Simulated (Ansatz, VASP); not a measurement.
## W: VASP beside Ansatz

INCAR

```
PREC = Accurate
ENCUT = 520
EDIFF = 1E-6
ISMEAR = 0
SIGMA = 0.15
LREAL = False
LASPH = True
NELM = 100
ALGO = Fast
ISIF = 2
LWAVE = False
LCHARG = False
GGA = CA
NBANDS = 21
```

The input KPOINTS:

```
regular mesh
0
Gamma
  16 16 12
```

The input POSCAR:

```
W
1.0
    0.0000000000     -1.9862702900     -1.9862702900
    0.0000000000      1.9862702900     -1.9862702900
    3.9725405800      0.0000000000      0.0000000000
W
2
Direct
    0.5203396286      0.4796603714      0.4931529963
   -0.0203396286      0.0203396286      0.0068470037
```

Input for Ansatz:

```yaml
crystal:
  lattice:
    - [0.0, -1.98627029, -1.98627029]
    - [0.0, 1.98627029, -1.98627029]
    - [3.97254058, 0.0, 0.0]
  atoms:
    - { symbol: W, position: [0.5203396286, 0.4796603714, 0.4931529963] }
    - { symbol: W, position: [-0.0203396286, 0.0203396286, 0.0068470037] }
basis:
  ecutwfc: 420
kpoints:
  mp_grid: { grid: [16, 16, 12] }
hamiltonian:
  xc: lda
scf:
  occupations: { method: gaussian, width: 0.15 }
output:
  forces: true
  stress: true
  eigenvalues: true
```

Change from the starting cell: mode 4 frozen in at -0.081 Å and mode 6 at -0.027 Å (largest displacements).

Alike in both runs: task single point; functional LDA; k mesh 16 × 16 × 12; occupations gaussian, width 0.15 eV; no spin polarisation.

|  | VASP | Ansatz |
| --- | --- | --- |
| version | VASP 6.6.1 | Ansatz 0.2.0 |
| potentials or method | VASP PAW LDA potentials, release 64 (W_sv), cutoff 520 eV | scalar-relativistic, plane waves, PAW |
| valence electrons in the cell | 28 | 28 |

|  | VASP | Ansatz | Ansatz less VASP |
| --- | --- | --- | --- |
| gap on the k mesh at the Fermi level (eV) | none | none | - |
| pressure (GPa) | 3.8 | 1.9 | -1.90 |
| traceless stress, the component that is largest in VASP (GPa) | -1.96 | -1.97 | -0.008 |
| rms of the force components (eV/Å) | 0.585 | 0.569 | -0.0155 |

LDA's correlation is that of Perdew and Zunger in VASP and of Perdew and Wang (1992) in Ansatz. Atom by atom the forces differ by 0.016 eV/Å (rms over components). A gap of «none» marks a metal or a gap that the smearing closes.

Neither program's run includes spin-orbit coupling.
